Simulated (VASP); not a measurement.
The system is BaTe.

```
CELL_PARAMETERS angstrom
4.24482 0.00000 0.00000
0.00000 4.24482 0.00000
0.00000 0.00000 4.24482
ATOMIC_POSITIONS crystal
Ba 0.00000 0.00000 0.00000
Te 0.50000 0.50000 0.50000
```

Program: VASP 6.6.1. Alike in all runs: task single point; potentials or basis VASP PAW PBE potentials, release 64 (Ba_sv, Te); no spin polarisation; cell as given; cutoff (eV) 520.

Task: Order these runs on this cell by their band gap on the k mesh, lowest first.
A. level r2SCAN; k mesh 4 × 4 × 4; smearing methfessel-paxton 0.161 eV
B. level PBEsol; k mesh 4 × 4 × 4; smearing gaussian 0.01 eV
C. level r2SCAN; k mesh 3 × 3 × 3; smearing gaussian 0.01 eV

Result: B (0.66 eV), A (1.09 eV), C (1.45 eV).

Caveats: some runs use coarse meshes; spin-orbit coupling is left out, which moves the levels of the heavy elements.

A k mesh can miss the band edges, odd and even meshes differently.
